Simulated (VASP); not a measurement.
**Rb5AlO4: single point with PBE**

Crystal: Rb5AlO4.

```
CELL_PARAMETERS angstrom
6.88099 0.00000 0.00000
0.00000 6.88099 0.00000
0.00000 0.00000 6.88099
ATOMIC_POSITIONS crystal
Rb 0.30551 0.30551 0.30551
Rb 0.69449 0.69449 0.30551
Rb 0.69449 0.30551 0.69449
Rb 0.30551 0.69449 0.69449
Rb 0.00000 0.00000 0.00000
Al 0.50000 0.50000 0.50000
O 0.69249 0.69249 0.69249
O 0.30751 0.30751 0.69249
O 0.30751 0.69249 0.30751
O 0.69249 0.30751 0.30751
```

The cell was built from a structure type or drawn by symmetry, and may not be a known phase.

```
Program             : VASP 6.6.1
Task                : single point
Functional          : PBE
Potentials or basis : VASP PAW PBE potentials, release 64 (Rb_sv, Al, O)
Cutoff              : 520 eV
k mesh              : 4 × 4 × 4
Occupations         : gaussian, width 0.1 eV
Spin                : no spin polarisation
```

```yaml
Pressure: 1.4 GPa
Largest_force: 5.142 eV/Å
Band_gap_on_the_k_mesh: 1.06 eV
```

Forces in eV/Å, atoms in the order of the input:
```
Rb  -2.969 -2.969 -2.969
Rb   2.969  2.969 -2.969
Rb   2.969 -2.969  2.969
Rb  -2.969  2.969  2.969
Rb   0.000  0.000  0.000
Al   0.000  0.000  0.000
O   -1.758 -1.758 -1.758
O    1.758  1.758 -1.758
O    1.758 -1.758  1.758
O   -1.758  1.758  1.758
```

Levels at points of the mesh, in eV from the valence-band top:
```csv
k point,band 33,band 34,band 35,band 36,band 37,band 38,band 39,band 40
"(0.00, 0.00, 0.00)",-0.14,0.00,0.00,0.00,1.06,3.46,3.51,3.51
"(0.50, 0.00, 0.00)",-0.17,-0.04,-0.04,-0.04,2.18,2.32,3.77,3.84
"(0.50, 0.50, 0.00)",-0.19,-0.11,-0.06,-0.06,2.39,3.04,3.86,3.86
"(0.50, 0.50, 0.50)",-0.22,-0.11,-0.11,-0.11,2.78,3.65,4.25,4.25
```

It took 6.9 min on 1 thread of Intel Xeon 8259CL, with other jobs on the host, peak memory 0.47 GiB.

Caveat: forces of over 1 eV/Å act on the atoms, so gaps and moduli don't describe the material at rest. A k mesh can miss the band edges.
